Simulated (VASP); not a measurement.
Wanted: the native input for a VASP 6.6.1 run.

* Task: electric field gradients
* Functional: PBE
* Potentials or basis: VASP PAW PBE potentials, release 64 (Ti_sv)
* Cutoff: 400 eV
* k mesh: 13 × 13 × 7
* Occupations: fermi-dirac, width 0.08 eV
* Spin: no spin polarisation
* Dipole correction: no
* Further INCAR settings: ALGO = Normal; EDIFF = 1e-08; NBANDS = 19

The structure of Ti lies in POSCAR:

```
Ti
1.0
    3.0089978176      0.0000000000      0.0000000000
   -1.5044989088      2.6058685500      0.0000000000
    0.0000000000      0.0000000000      4.6860000000
Ti
2
Direct
    0.3333333333      0.6666666667      0.2500000000
    0.6666666667      0.3333333333      0.7500000000
```

This cell differs from its parent crystal: equal xx and yy strain of +2 %.

One way to write it, as run:

INCAR

```
SYSTEM = Ti
PREC = Accurate
ENCUT = 400
EDIFF = 1E-8
ISMEAR = -1
SIGMA = 0.08
LREAL = .FALSE.
LASPH = .TRUE.
NELM = 120
ALGO = Normal
ISIF = 2
LWAVE = .FALSE.
LCHARG = .FALSE.
GGA = PE
LEFG = .TRUE.
NBANDS = 19
GGA_COMPAT = .FALSE.
```

KPOINTS

```
regular mesh
0
G
  13 13 7
  0 0 0
```

Potentials or basis: VASP PAW PBE potentials, release 64 (Ti_sv).

Command:

```bash
$ cat potpaw_PBE.64/Ti_sv/POTCAR > POTCAR
$ mpirun -np 1 vasp_std > vasp.out
```

It gave:

```
Pressure                                : -6.3 GPa
Band gap on the k mesh                  : zero (bands 12 and 13 overlap by 1.03 eV)
Largest electric field gradient by atom : Ti +18.0 V/Å²
```

Caveat: the cell differs from its parent crystal (equal xx and yy strain of +2 %); the cell stands under tension; without QUAD_EFG the Cq values of the log hold for a quadrupole moment of 1 mb, not for the nuclei.

Run time: 41 s on 1 thread of Intel(R) Xeon(R) Platinum 8259CL CPU @ 2.50GHz (Skylake/Cascade Lake), on a shared host, peak memory 0.15 GiB.
